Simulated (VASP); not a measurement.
Here is a VASP 6.6.1 calculation.

The input INCAR:

```
  PREC = Accurate
  ENCUT = 520
  EDIFF = 1E-6
  ISMEAR = 0
  SIGMA = 0.15
  LREAL = F
  LASPH = T
  NELM = 60
  ALGO = Normal
  ISIF = 2
  LWAVE = F
  LCHARG = T
  GGA = PE
  IVDW = 12
  LELF = T
  LVHAR = T
  NBANDS = 10
```

The input KPOINTS:

```
Automatic mesh
0
Gamma
  22 22 22
```

POSCAR

```
Br
1.0
   -1.4927326704      1.4927326704      3.7308744681
    1.4927326704     -1.4927326704      3.7308744681
    1.4927326704      1.4927326704     -3.7308744681
Br
1
Direct
    0.0000000000      0.0000000000      0.0000000000
```

Potentials or basis: VASP PAW PBE potentials, release 64 (Br).

The run is started by

```bash
$ cat potpaw_PBE.64/Br/POTCAR > POTCAR
$ mpirun -np 1 vasp_std > vasp.out
```

(1) Estimate the band gap on the k mesh.

(2) Predict the dispersion energy per atom.

## Answers

(1) zero (an odd number of electrons rules out a gap without spin polarisation).

(2) -0.214 eV.

Caveat: the cell stands under tension; an odd number of electrons without spin polarisation forces a metal; a magnetic or distorted state may lie lower.
